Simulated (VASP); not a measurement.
# TiSi (Cmmm) in VASP: further runs, part 2 of 2

VASP 6.6.1.

## (3) Single point, PBEsol (strain -0.030 along x and y, +0.000 along z)

INCAR reads:

```
PREC     = Accurate       # precision mode
ENCUT    = 520            # plane-wave cutoff, eV
EDIFF    = 1E-6           # SCF threshold, eV
ISMEAR   = 0              # smearing method
SIGMA    = 0.15           # smearing width, eV
LREAL    = False          # projectors in reciprocal space
LASPH    = True           # aspherical terms in the spheres
NELM     = 100            # most SCF steps
ALGO     = Normal         # electronic algorithm
ISIF     = 2              # what is computed and relaxed
LWAVE    = False          # write WAVECAR
LCHARG   = True           # write CHGCAR
GGA      = PS             # functional
LELF     = True           # ELF
LVHAR    = True         
NBANDS   = 15             # bands
```

KPOINTS reads:

```
regular mesh
0
Gamma
  18 18 12
```

POSCAR reads:

```
TiSi
1.0
    1.7616926600     -2.0540952800      0.0000000000
    1.7616926600      2.0540952800      0.0000000000
    0.0000000000      0.0000000000      3.8039340000
Ti Si
1 1
Direct
    0.5000000000      0.5000000000      0.0000000000
    0.0000000000      0.0000000000      0.5000000000
```

Potentials or basis: VASP PAW PBE potentials, release 64 (Ti_sv, Si).

Launch:

```console
$ cat potpaw_PBE.64/Ti_sv/POTCAR potpaw_PBE.64/Si/POTCAR > POTCAR
$ mpirun -np 1 vasp_std > vasp.out
```

OUTCAR:

```text
PREC = Accurate
   ENCUT = 520
   EDIFF = 1E-6
   ISMEAR = 0
   LREAL = False
   LASPH = True
   NELM = 100
   ISIF = 2
   GGA = PS

 ion  position               nearest neighbor table
   1  0.500  0.500  0.000-   2 2.59   2 2.59   2 2.59   2 2.59   2 2.80   2 2.80   2 2.80   2 2.80

   2  0.000  0.000  0.500-   1 2.59   1 2.59   1 2.59   1 2.59   1 2.80   1 2.80   1 2.80   1 2.80

  LATTYP: Found a base centered orthorhombic cell.
 ALAT       =     3.5233853200
 B/A-ratio  =     1.1659782246
 C/A-ratio  =     1.0796247513

  Lattice vectors:

 A1 = (   1.7616926600,  -2.0540952800,   0.0000000000)
 A2 = (   1.7616926600,   2.0540952800,   0.0000000000)
 A3 = (   0.0000000000,   0.0000000000,   3.8039340000)

Analysis of symmetry for initial positions (statically):
=====================================================================
 Subroutine PRICEL returns:
 Original cell was already a primitive cell.

 Routine SETGRP: Setting up the symmetry group for a
 base centered orthorhombic supercell.

 Subroutine GETGRP returns: Found  8 space group operations
 (whereof  8 operations were pure point group operations)
 out of a pool of  8 trial point group operations.

The static configuration has the point symmetry D_2h.

Analysis of symmetry for dynamics (positions and initial velocities):
=====================================================================
 Subroutine PRICEL returns:
 Original cell was already a primitive cell.

 Routine SETGRP: Setting up the symmetry group for a
 base centered orthorhombic supercell.

 Subroutine GETGRP returns: Found  8 space group operations
 (whereof  8 operations were pure point group operations)
 out of a pool of  8 trial point group operations.

The dynamic configuration has the point symmetry D_2h.

 Subroutine INISYM returns: Found  8 space group operations
 (whereof  8 operations are pure point group operations),
 and found     1 'primitive' translations

----------------------------------------------------------------------------------------

                                     Primitive cell

  volume of cell :      27.5305

  direct lattice vectors                    reciprocal lattice vectors
     1.761692660 -2.054095280  0.000000000     0.283817950 -0.243416167  0.000000000
     1.761692660  2.054095280  0.000000000     0.283817950  0.243416167  0.000000000
     0.000000000  0.000000000  3.803934000     0.000000000  0.000000000  0.262885739

  length of vectors
     2.706079904  2.706079904  3.803934000     0.373903810  0.373903810  0.262885739

  position of ions in fractional coordinates (direct lattice)
     0.500000000  0.500000000  0.000000000
     0.000000000  0.000000000  0.500000000

  ion indices of the primitive-cell ions
   primitive index   ion index
                 1           1
                 2           2

----------------------------------------------------------------------------------------

 KPOINTS: regular mesh

Automatic generation of k-mesh.
 Grid dimensions read from file:
 generate k-points for:   18   18   12

 Generating k-lattice:

  Cartesian coordinates                     Fractional coordinates (reciprocal lattice)
     0.015767664 -0.013523120  0.000000000     0.055555556 -0.000000000  0.000000000
     0.015767664  0.013523120  0.000000000    -0.000000000  0.055555556  0.000000000
     0.000000000  0.000000000  0.021907145     0.000000000  0.000000000  0.083333333

  Length of vectors
     0.020772434  0.020772434  0.021907145

  Shift w.r.t. Gamma in fractional coordinates (k-lattice)
     0.000000000  0.000000000  0.000000000

 Subroutine IBZKPT returns following result:
 ===========================================

 Found    637 irreducible k-points:

 Following reciprocal coordinates:
            Coordinates               Weight
  0.000000  0.000000  0.000000      1.000000
  0.055556  0.000000  0.000000      4.000000
  0.111111  0.000000  0.000000      4.000000
  0.166667  0.000000  0.000000      4.000000
  0.222222 -0.000000  0.000000      4.000000
  0.277778  0.000000  0.000000      4.000000
[... 16 lines left out ...]
 -0.277778  0.055556  0.000000      4.000000
 -0.222222  0.055556  0.000000      4.000000
 [... further k-points ...]
   k-points           NKPTS =    637   k-points in BZ     NKDIM =    637   number of bands    NBANDS=     15
   number of dos      NEDOS =    301   number of ions     NIONS =      2
   total plane-waves  NPLWV =  11200
   dimension x,y,z NGX =    20 NGY =   20 NGZ =   28
   dimension x,y,z NGXF=    40 NGYF=   40 NGZF=   56
   ions per type =               1   1
   NGX,Y,Z   is equivalent  to a cutoff of  12.29, 12.29, 12.24 a.u.
   NGXF,Y,Z  is equivalent  to a cutoff of  24.57, 24.57, 24.47 a.u.
 SYSTEM =  unknown system
   PREC   = accura    normal or accurate (medium, high low for compatibility)
   ISTART =      0    job   : 0-new  1-cont  2-samecut
   ICHARG =      2    charge: 1-file 2-atom 10-const
   ISPIN  =      1    spin polarized calculation?
   LNONCOLLINEAR =      F non collinear calculations
   LSORBIT =      F    spin-orbit coupling
   LASPH  =      T    aspherical Exc in radial PAW
   ENCUT  =  520.0 eV  38.22 Ry    6.18 a.u.   5.03  5.03  7.07*2*pi/ulx,y,z
   NELM   =    100;   NELMIN=  2; NELMDL= -5     # of ELM steps
   EDIFF  = 0.1E-05   stopping-criterion for ELM
   LREAL  =      F    real-space projection
   EDIFFG = 0.1E-04   stopping-criterion for IOM
   NSW    =      0    number of steps for IOM
   IBRION =     -1    ionic relax: 0-MD 1-quasi-New 2-CG
   NFREE  =      0    steps in history (QN), initial steepest desc. (CG)
   ISIF   =      2    stress and relaxation
   ISYM   =      2    0-nonsym 1-usesym 2-fastsym
   POTIM  = 0.5000    time-step for ionic-motion
   TEBEG  =    0.0;   TEEND  =   0.0 temperature during run
   PSTRESS=    0.0 pullay stress
   NELECT =      16.0000    total number of electrons
   NUPDOWN=      -1.0000    fix difference up-down
   EMIN   =  10.00;   EMAX   =-10.00  energy-range for DOS
   EFERMI =   0.00;   METHOD = LEGACY
   ISMEAR =     0;   SIGMA  =   0.15  broadening in eV -4-tet -1-fermi 0-gaus
   EFERMI_NEDOS =   21; number of points for ismear=-14 and -15
   IALGO  =     38    algorithm
   IMIX   =      4    mixing-type and parameters
     AMIX     =   0.40;   BMIX     =  1.00
     AMIX_MAG =   1.60;   BMIX_MAG =  1.00
  volume/ion in A,a.u.               =      13.77        92.89
  Fermi-wavevector in a.u.,A,eV,Ry     =   1.366187  2.581720 25.394837  1.866468
  Thomas-Fermi vector in A             =   2.492350
   LORBIT       =      0    0 simple, 1 ext, 2 COOP (PROOUT), +10 PAW based schemes
   GGA     = PS    functional components
   LHFCALC =     F    Hartree Fock is set to
   AEXX    =    0.0000 exact exchange contribution
   IVDW    =     0    specifies the selected vdW correction
   LEPSILON=     F    determine dielectric tensor
   LRPA    =     F    only Hartree local field effects (RPA)
 non-spin polarized calculation
 Gauss-broadening in eV      SIGMA  =   0.15
  energy-cutoff  :      520.00
  volume of cell :       27.53
 maximum number of plane-waves:       768
   NGX = 11   NGY = 11   NGZ = 15

 number of electron      16.0000000 magnetization

 Free energy of the ion-electron system (eV)
  ---------------------------------------------------
  ext. energy  EPLUGINS =         0.00000000
  ---------------------------------------------------
  free energy    TOTEN  =       -15.32151893 eV

  energy without entropy =      -15.30959854  energy(sigma->0) =      -15.31555873

 E-fermi :  10.7967     XC(G=0): -12.1175

 val. band max:       10.7901344483   @ k =  -0.3889   0.3889   0.3333
 cond. band min:      10.7974853534   @ k =   0.2222   0.2222   0.3333
 fundamental gap:      0.0073509051
 Fermi energy:        10.7966730081

 k-point     1 :       0.0000    0.0000    0.0000
  band No.  band energies     occupation
      1     -45.5452      2.00000
      2     -22.0826      2.00000
      3     -21.5657      2.00000
      4     -21.4328      2.00000
      5      -1.3499      2.00000
      6       8.1282      2.00000
      7       8.8244      2.00000
      8       9.5762      2.00000
      9      12.6461      0.00000
     10      13.3512      0.00000
     11      14.0312      0.00000
     12      16.6452      0.00000
     13      17.3259      0.00000
     14      17.4285      0.00000
[... 401 lines left out ...]
      2     -22.0399      2.00000
      3     -21.8108      2.00000
      4     -21.4895      2.00000
      5      -0.3239      2.00000
      6       8.3833      2.00000
      7       8.6989      2.00000
      8       9.4274      2.00000
      9      12.7679      0.00000
     10      12.8980      0.00000
     11      13.5220      0.00000
     12      14.0258      0.00000
     13      17.2660      0.00000
     14      18.3134      0.00000
     15      21.7509      0.00000

 [... further k-points ...]
[... 5 lines left out ...]
  --------------------------------------------------------------------------------------
  -------------------------------------------------------------------------------------
  Total        0.9980709      0.5795036      0.4994267      0.0000000      0.0000000      0.0000000
  in kB       58.0842348     33.7250815     29.0648860      0.0000000      0.0000000      0.0000000
  external PRESSURE =      40.2914007 kB  Pullay stress =       0.0000000 kB

 VOLUME and BASIS-vectors are now :
 -----------------------------------------------------------------------------
  energy-cutoff  :      520.00
  volume of cell :       27.53
      direct lattice vectors                 reciprocal lattice vectors
     1.761692660 -2.054095280  0.000000000     0.283817950 -0.243416167  0.000000000
     1.761692660  2.054095280  0.000000000     0.283817950  0.243416167  0.000000000
     0.000000000  0.000000000  3.803934000     0.000000000  0.000000000  0.262885739

 POSITION                                       TOTAL-FORCE (eV/Angst)
 -----------------------------------------------------------------------------------
      1.76169      0.00000      0.00000        -0.000000      0.000000      0.000000
      0.00000      0.00000      1.90197         0.000000     -0.000000      0.000000
 -----------------------------------------------------------------------------------
    total drift:                                0.000000      0.000000     -0.000000

  FREE ENERGIE OF THE ION-ELECTRON SYSTEM (eV)
  ---------------------------------------------------
  free  energy   TOTEN  =       -15.3215189302 eV

  energy  without entropy=      -15.3095985377  energy(sigma->0) =      -15.31555873
```

Wall time 3.7 min (1 thread of Intel Xeon Platinum 8375C at 2.90GHz (Ice Lake), shared host); peak memory 0.35 GiB.

Results:

- Free energy: -15.3215 eV
- Pressure: 4.0 GPa
- Band gap on the k mesh: zero (band 8 reaches 11.56 eV, above the bottom of band 9 at 9.70 eV)

Stress tensor (GPa, compression positive):
```
5.81 0.00 0.00
0.00 3.37 0.00
0.00 0.00 2.91
```

Caveat: the cell differs from its parent crystal (strain -0.030 along x and y, +0.000 along z); the PAW data sets were made with another functional, which shifts forces and pressure a little.

## (4) Single point, PBEsol (strain -0.015 along x and y, -0.030 along z)

INCAR reads:

```
PREC = Accurate
ENCUT = 520
EDIFF = 1E-7
ISMEAR = 0
SIGMA = 0.15
LREAL = F
LASPH = T
NELM = 80
ALGO = Normal
ISIF = 2
LWAVE = F
LCHARG = T
GGA = PS
LELF = T
LVHAR = T
NBANDS = 15
```

KPOINTS is that of step 3.

POSCAR reads:

```
TiSi
1.0
    1.7889353300     -2.0858596400      0.0000000000
    1.7889353300      2.0858596400      0.0000000000
    0.0000000000      0.0000000000      3.6898159800
Ti Si
1 1
Direct
    0.5000000000      0.5000000000      0.0000000000
    0.0000000000      0.0000000000      0.5000000000
```

Launch:

```console
$ cat potpaw_PBE.64/Ti_sv/POTCAR potpaw_PBE.64/Si/POTCAR > POTCAR
$ mpirun -np 1 vasp_std > vasp.out
```

It took 3.9 min on 1 thread of Intel Xeon Platinum 8375C at 2.90GHz (Ice Lake), shared host; peak memory 0.35 GiB.

It converged, with:

* Free energy: -15.3139 eV
* Pressure: 4.9 GPa
* Band gap on the k mesh: zero (band 8 reaches 11.52 eV, above the bottom of band 9 at 9.73 eV)

Stress tensor (GPa, compression positive):
```
4.55 0.00 0.00
0.00 2.28 0.00
0.00 0.00 7.97
```

Levels at points of the mesh, in eV from the Fermi level:
```csv
k point,band 5,band 6,band 7,band 8,band 9,band 10,band 11,band 12
"(0.00, 0.00, 0.00)",-12.03,-2.54,-1.44,-1.24,1.75,2.48,3.06,5.41
"(0.50, 0.00, 0.00)",-7.71,-6.60,-2.94,-0.90,1.71,2.48,4.59,5.03
"(0.50, 0.50, 0.00)",-6.02,-3.89,-1.55,-1.46,-0.93,-0.36,3.37,3.45
"(0.00, 0.00, 0.50)",-10.50,-6.66,-0.88,0.57,0.75,1.72,3.16,6.94
"(0.50, 0.00, 0.50)",-8.10,-4.91,-2.63,-1.80,1.58,1.90,1.90,3.77
"(0.50, 0.50, 0.50)",-5.14,-4.10,-3.60,-2.90,2.37,2.68,2.73,4.48
```

Caveat: the cell differs from its parent crystal (strain -0.015 along x and y, -0.030 along z); the PAW data sets were made with another functional, which shifts forces and pressure a little.

## (5) The runs side by side

| cell | gap on the mesh (eV) | pressure (GPa) |
| --- | --- | --- |
| a = 2.706, b = 2.706, c = 3.747 Å, angles 90.0, 90.0, 98.8°, 2 atoms | none | 6.9 |
| a = 2.706, b = 2.706, c = 3.804 Å, angles 90.0, 90.0, 98.8°, 2 atoms | none | 4.0 |
| a = 2.748, b = 2.748, c = 3.690 Å, angles 90.0, 90.0, 98.8°, 2 atoms | none | 4.9 |

Alike in all rows: task single point; level PBEsol; potentials or basis VASP PAW PBE potentials, release 64 (Ti_sv, Si); no spin polarisation; k mesh 18 × 18 × 12; cutoff (eV) 520; smearing gaussian 0.15 eV.

Caveats: the PAW data sets were made with another functional, which shifts forces and pressure a little.

Total energies depend on the potentials used, so only differences within one code and one set of settings carry meaning.
